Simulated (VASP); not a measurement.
# Mo6H in VASP: a series of runs, part 2 of 3

VASP 6.6.1. The steps go on from the part before.

### 3 Single point, PBE

Input file INCAR:

```
PREC = Accurate
ENCUT = 520
EDIFF = 1E-6
ISMEAR = 0
SIGMA = 0.1
LREAL = F
LASPH = T
NELM = 80
ALGO = Normal
ISIF = 2
LWAVE = F
LCHARG = F
LDIPOL = T
IDIPOL = 3
DIPOL = 0.5 0.5 0.330
GGA = PE
NBANDS = 52
```

Input file KPOINTS:

```
regular mesh
0
Gamma
  6 6 1
```

Input file POSCAR:

```
Mo6H
1.0
    4.4695765307      0.0000000000      0.0000000000
   -2.2347882654      3.8707668198      0.0000000000
    0.0000000000      0.0000000000     19.7595667350
Mo H
6 1
Direct
    0.6666666667      0.3333333333      0.2024335884
    0.3333333333      0.6666666666      0.2486060831
    0.0000000000      0.0000000000      0.2947785777
    0.6666666667      0.3333333333      0.3368821116
    0.3333333333      0.6666666666      0.3779725564
    0.0000000000      0.0000000000      0.4180034333
    0.4444444444      0.2222222222      0.4289852896
```

Potentials or basis: VASP PAW PBE potentials, release 64 (Mo_sv, H).

On the command line:

```sh
> cat potpaw_PBE.64/Mo_sv/POTCAR potpaw_PBE.64/H/POTCAR > POTCAR
> mpirun -np 1 vasp_std > vasp.out
```

OUTCAR:

```text
PREC = Accurate
   ENCUT = 520
   EDIFF = 1E-6
   ISMEAR = 0
   LREAL = F
   LASPH = T
   NELM = 80
   ISIF = 2
   GGA = PE

 ion  position               nearest neighbor table
   1  0.667  0.333  0.202-   4 2.66   2 2.74   2 2.74   2 2.74   3 3.16   3 3.16   3 3.16
   2  0.333  0.667  0.249-   5 2.56   3 2.74   3 2.74   3 2.74   1 2.74   1 2.74   1 2.74   4 3.11
                             4 3.11   4 3.11
   3  0.000  0.000  0.295-   6 2.43   4 2.71   4 2.71   4 2.71   2 2.74   2 2.74   2 2.74   5 3.06
                             5 3.06   5 3.06   1 3.16   1 3.16   1 3.16
   4  0.667  0.333  0.337-   7 2.01   1 2.66   5 2.71   5 2.71   5 2.71   3 2.71   3 2.71   3 2.71
                             6 3.04   6 3.04   6 3.04   2 3.11   2 3.11   2 3.11
   5  0.333  0.667  0.378-   2 2.56   6 2.70   6 2.70   6 2.70   4 2.71   4 2.71   4 2.71   3 3.06
                             3 3.06   3 3.06
   6  0.000  0.000  0.418-   7 1.73   3 2.43   5 2.70   5 2.70   5 2.70   4 3.04   4 3.04   4 3.04

   7  0.444  0.222  0.429-   6 1.73   4 2.01

  LATTYP: Found a hexagonal cell.
 ALAT       =     4.4695765307
 C/A-ratio  =     4.4209035463

  Lattice vectors:

 A1 = (   4.4695765307,   0.0000000000,   0.0000000000)
 A2 = (  -2.2347882654,   3.8707668198,   0.0000000000)
 A3 = (   0.0000000000,   0.0000000000,  19.7595667350)

Analysis of symmetry for initial positions (statically):
=====================================================================
 Subroutine PRICEL returns:
 Original cell was already a primitive cell.

 Routine SETGRP: Setting up the symmetry group for a
 hexagonal supercell.

 Subroutine GETGRP returns: Found  2 space group operations
 (whereof  2 operations were pure point group operations)
 out of a pool of 24 trial point group operations.

The static configuration has the point symmetry C_1h.

Analysis of symmetry for dynamics (positions and initial velocities):
=====================================================================
 Subroutine PRICEL returns:
 Original cell was already a primitive cell.

 Routine SETGRP: Setting up the symmetry group for a
 hexagonal supercell.

 Subroutine GETGRP returns: Found  2 space group operations
 (whereof  2 operations were pure point group operations)
 out of a pool of 24 trial point group operations.

The dynamic configuration has the point symmetry C_1h.

 Subroutine INISYM returns: Found  2 space group operations
 (whereof  2 operations are pure point group operations),
 and found     1 'primitive' translations

----------------------------------------------------------------------------------------

                                     Primitive cell

  volume of cell :     341.8541

  direct lattice vectors                    reciprocal lattice vectors
     4.469576531  0.000000000  0.000000000     0.223734842  0.129173371  0.000000000
    -2.234788265  3.870766820  0.000000000     0.000000000  0.258346743  0.000000000
     0.000000000  0.000000000 19.759566735     0.000000000  0.000000000  0.050608397

  length of vectors
     4.469576531  4.469576531 19.759566735     0.258346743  0.258346743  0.050608397
[... 60 lines left out ...]
  0.333333  0.333333  0.000000      2.000000
   k-points           NKPTS =     13   k-points in BZ     NKDIM =     13   number of bands    NBANDS=     52
   number of dos      NEDOS =    301   number of ions     NIONS =      7
   total plane-waves  NPLWV = 194400
   dimension x,y,z NGX =    36 NGY =   36 NGZ =  150
   dimension x,y,z NGXF=    72 NGYF=   72 NGZF=  300
   ions per type =               6   1
   NGX,Y,Z   is equivalent  to a cutoff of  13.39, 13.39, 12.62 a.u.
   NGXF,Y,Z  is equivalent  to a cutoff of  26.78, 26.78, 25.24 a.u.
 SYSTEM =  unknown system
   PREC   = accura    normal or accurate (medium, high low for compatibility)
   ISTART =      0    job   : 0-new  1-cont  2-samecut
   ICHARG =      2    charge: 1-file 2-atom 10-const
   ISPIN  =      1    spin polarized calculation?
   LNONCOLLINEAR =      F non collinear calculations
   LSORBIT =      F    spin-orbit coupling
   LASPH  =      T    aspherical Exc in radial PAW
   ENCUT  =  520.0 eV  38.22 Ry    6.18 a.u.   8.31  8.31 36.74*2*pi/ulx,y,z
   NELM   =     80;   NELMIN=  2; NELMDL= -5     # of ELM steps
   EDIFF  = 0.1E-05   stopping-criterion for ELM
   LREAL  =      F    real-space projection
   EDIFFG = 0.1E-04   stopping-criterion for IOM
   NSW    =      0    number of steps for IOM
   IBRION =     -1    ionic relax: 0-MD 1-quasi-New 2-CG
   NFREE  =      0    steps in history (QN), initial steepest desc. (CG)
   ISIF   =      2    stress and relaxation
   ISYM   =      2    0-nonsym 1-usesym 2-fastsym
   POTIM  = 0.5000    time-step for ionic-motion
   TEBEG  =    0.0;   TEEND  =   0.0 temperature during run
   PSTRESS=    0.0 pullay stress
   NELECT =      85.0000    total number of electrons
   NUPDOWN=      -1.0000    fix difference up-down
   EMIN   =  10.00;   EMAX   =-10.00  energy-range for DOS
   EFERMI =   0.00;   METHOD = LEGACY
   ISMEAR =     0;   SIGMA  =   0.10  broadening in eV -4-tet -1-fermi 0-gaus
   EFERMI_NEDOS =   21; number of points for ismear=-14 and -15
   IALGO  =     38    algorithm
   IMIX   =      4    mixing-type and parameters
     AMIX     =   0.40;   BMIX     =  1.00
     AMIX_MAG =   1.60;   BMIX_MAG =  1.00
  volume/ion in A,a.u.               =      48.84       329.56
  Fermi-wavevector in a.u.,A,eV,Ry     =   1.029440  1.945359 14.418718  1.059746
  Thomas-Fermi vector in A             =   2.163487
   LORBIT       =      0    0 simple, 1 ext, 2 COOP (PROOUT), +10 PAW based schemes
   GGA     = PE    functional components
   LHFCALC =     F    Hartree Fock is set to
   AEXX    =    0.0000 exact exchange contribution
   IVDW    =     0    specifies the selected vdW correction
   LEPSILON=     F    determine dielectric tensor
   LRPA    =     F    only Hartree local field effects (RPA)
 non-spin polarized calculation
 Gauss-broadening in eV      SIGMA  =   0.10
  energy-cutoff  :      520.00
  volume of cell :      341.85
 maximum number of plane-waves:      9223
 NGX is ok and might be reduce to    36
   NGX = 17   NGY = 17   NGZ = 73

 dipolmoment           0.000000      0.000000     -0.003951 electrons x Angstroem

 number of electron      85.0000006 magnetization

 dipolmoment           0.000000      0.000000      0.011850 electrons x Angstroem

 Free energy of the ion-electron system (eV)
  ---------------------------------------------------
  ext. energy  EPLUGINS =         0.00000000
  ---------------------------------------------------
  free energy    TOTEN  =       -62.22656258 eV

  energy without entropy =      -62.17623346  energy(sigma->0) =      -62.20139802

 E-fermi :   0.8035     XC(G=0):  -4.8708

 val. band max:        0.7955675808   @ k =   0.1667  -0.0000   0.0000
 cond. band min:       0.8126717061   @ k =   0.5000   0.3333   0.0000
 fundamental gap:      0.0171041253
 Fermi energy:         0.8034698394

 k-point     1 :       0.0000    0.0000    0.0000
  band No.  band energies     occupation
      1     -60.3830      2.00000
      2     -60.1447      2.00000
      3     -60.1095      2.00000
      4     -60.0506      2.00000
      5     -59.8635      2.00000
      6     -59.8333      2.00000
[... 704 lines left out ...]
     51       2.3774      0.00000
     52       2.6456      0.00000

------------------------ aborting loop because EDIFF is reached ----------------------------------------

 vacuum level on the upper side and lower side of the slab       (xc-potential included)        -0.043        -0.187

  FORCE on cell =-STRESS in cart. coord.  units (eV):
  Direction    XX          YY          ZZ          XY          YZ          ZX
  --------------------------------------------------------------------------------------
  -------------------------------------------------------------------------------------
  Total       -2.3114077     -4.3537022     -1.1742696      1.7686789      0.1497047      0.2592955
  in kB      -10.8329398    -20.4046194     -5.5034828      8.2893176      0.7016252      1.2152474
  external PRESSURE =     -12.2470140 kB  Pullay stress =       0.0000000 kB

 VOLUME and BASIS-vectors are now :
 -----------------------------------------------------------------------------
  energy-cutoff  :      520.00
  volume of cell :      341.85
      direct lattice vectors                 reciprocal lattice vectors
     4.469576531  0.000000000  0.000000000     0.223734842  0.129173371  0.000000000
    -2.234788265  3.870766820  0.000000000     0.000000000  0.258346743  0.000000000
     0.000000000  0.000000000 19.759566735     0.000000000  0.000000000  0.050608397

 POSITION                                       TOTAL-FORCE (eV/Angst)
 -----------------------------------------------------------------------------------
      2.23479      1.29026      4.00000         0.003972      0.002293      1.515700
     -0.00000      2.58051      4.91235        -0.128439     -0.074154     -0.628770
      0.00000      0.00000      5.82470         0.070685      0.040810     -1.458230
      2.23479      1.29026      6.65664         0.333294      0.192427      0.118766
     -0.00000      2.58051      7.46857        -0.358481     -0.206969      0.169288
      0.00000      0.00000      8.25957        -1.160467     -0.669996      0.300046
      1.48986      0.86017      8.47656         1.239437      0.715589     -0.016800
 -----------------------------------------------------------------------------------
    total drift:                                0.000012      0.000009     -0.000158

  FREE ENERGIE OF THE ION-ELECTRON SYSTEM (eV)
  ---------------------------------------------------
  free  energy   TOTEN  =       -62.2265625836 eV

  energy  without entropy=      -62.1762334612  energy(sigma->0) =      -62.20139802

 vacuum level on the upper side and lower side of the slab         4.563         4.395
```

Wall time 4 min (1 thread of Intel Xeon 6975P-C (Granite Rapids), shared host); peak memory 0.54 GiB.

Results:

| Quantity | Value |
| --- | --- |
| Free energy | -62.2266 eV |
| Largest force | 1.516 eV/Å |
| Band gap on the k mesh | zero (an odd number of electrons rules out a gap without spin polarisation) |

Forces on the atoms (eV/Å):
```
Mo   0.004  0.002  1.516
Mo  -0.128 -0.074 -0.629
Mo   0.071  0.041 -1.458
Mo   0.333  0.192  0.119
Mo  -0.358 -0.207  0.169
Mo  -1.160 -0.670  0.300
H    1.239  0.716 -0.017
```

Levels at points of the mesh, in eV from the Fermi level:
| k point | band 41 | band 42 | band 43 | band 44 | band 45 | band 46 |
| --- | --- | --- | --- | --- | --- | --- |
| (0.00, 0.00, 0.00) | -1.22 | -1.01 | -0.12 | 0.80 | 1.13 | 1.24 |
| (0.50, 0.00, 0.00) | -0.46 | -0.11 | 0.05 | 0.15 | 0.67 | 1.03 |
| (0.00, 0.50, 0.00) | -0.46 | -0.05 | 0.04 | 0.07 | 0.43 | 1.20 |

### 4 Single point, PBE

Input file INCAR:

```
ALGO     = Normal         # electronic algorithm
DIPOL    = 0.5 0.5 0.334
EDIFF    = 1E-6           # SCF threshold, eV
ENCUT    = 520            # plane-wave cutoff, eV
GGA      = PE             # functional
IDIPOL   = 3            
ISIF     = 2              # what is computed and relaxed
ISMEAR   = 0              # smearing method
LASPH    = T              # aspherical terms in the spheres
LCHARG   = T              # write CHGCAR
LDIPOL   = T            
LELF     = T              # ELF
LREAL    = F              # projectors in reciprocal space
LVACPOTAV= T            
LVHAR    = T            
LWAVE    = F              # write WAVECAR
NBANDS   = 52             # bands
NELM     = 100            # most SCF steps
PREC     = Accurate       # precision mode
SIGMA    = 0.1            # smearing width, eV
```

Input file KPOINTS:

```
k-points
0
Gamma
  6 6 1
```

Input file POSCAR:

```
Mo6H
1.0
    4.4695765307      0.0000000000      0.0000000000
   -2.2347882654      3.8707668198      0.0000000000
    0.0000000000      0.0000000000     19.7595667350
Mo H
6 1
Direct
    0.6666666667      0.3333333333      0.2024335884
    0.3333333334      0.6666666667      0.2486060831
    0.0000000000      0.0000000000      0.2947785777
    0.6666666667      0.3333333333      0.3368821116
    0.3333333334      0.6666666667      0.3779725564
    0.0000000000      0.0000000000      0.4180034333
    0.4444444444      0.8888888889      0.4603533269
```

On the command line:

```sh
> cat potpaw_PBE.64/Mo_sv/POTCAR potpaw_PBE.64/H/POTCAR > POTCAR
> mpirun -np 1 vasp_std > vasp.out
```

Wall time 3.9 min (1 thread of Intel Xeon 6975P-C (Granite Rapids), shared host); peak memory 0.54 GiB.

The run converged. Its results:

```
Free energy            : -62.6298 eV
Largest force          : 1.828 eV/Å
Band gap on the k mesh : zero (an odd number of electrons rules out a gap without spin polarisation)
```

Forces on the atoms (eV/Å):
```
Mo   0.000 -0.050  1.828
Mo   0.000  0.004 -1.168
Mo   0.000  0.084 -1.109
Mo   0.000  0.093 -0.537
Mo   0.000 -0.087  0.490
Mo   0.000 -0.194  0.477
H    0.000  0.150  0.019
```

Levels at points of the mesh, in eV from the Fermi level:
```csv
k point,band 39,band 40,band 41,band 42,band 43,band 44,band 45,band 46,band 47,band 48
"(0.00, 0.00, 0.00)",-1.27,-1.18,-1.18,-1.04,-0.40,1.05,1.08,1.25,1.25,1.34
"(0.50, 0.00, 0.00)",-1.42,-1.14,-0.63,-0.04,0.04,0.12,0.66,1.22,1.36,1.62
"(0.00, 0.50, 0.00)",-1.30,-0.82,-0.56,0.04,0.07,0.22,0.67,0.80,1.34,1.51
```

(Continued in part 3 of 3.)

The gap in the log of VASP goes by the Fermi energy; the results here count the filled bands.